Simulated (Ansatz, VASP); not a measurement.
# One calculation of ZrH, two programs

```
Zr H
1.0
     3.24279    0.00000    0.00000
     0.00000    3.24279    0.00000
     0.00000    0.00000    4.94800
Zr H
2 2
Direct
  0.00000 0.50000 0.00000
  0.50000 0.00000 0.50000
  0.00000 0.00000 0.75000
  0.00000 0.00000 0.25000
```

Alike in both runs: task single point; functional PBEsol; k mesh 14 × 14 × 10; occupations gaussian, width 0.15 eV; no spin polarisation.

|  | VASP | Ansatz |
| --- | --- | --- |
| version | VASP 6.6.1 | Ansatz 0.2.0 |
| potentials or method | VASP PAW PBE potentials, release 64 (Zr_sv, H), cutoff 520 eV | scalar-relativistic, plane waves, PAW |
| valence electrons in the cell | 26 | 26 |

Ansatz gave:

| Quantity | Value |
| --- | --- |
| gap on the k mesh at the Fermi level (eV) | none |
| pressure (GPa) | -2.6 |
| traceless stress, the component that is largest in VASP (GPa) | 1.03 |

Q: Which values does VASP return?

A: gap on the k mesh at the Fermi level (eV): none; pressure (GPa): -2.5; traceless stress, the component that is largest in VASP (GPa): 1.03.

VASP's potentials were made for PBE, not for PBEsol. A gap of «none» marks a metal or a gap that the smearing closes.
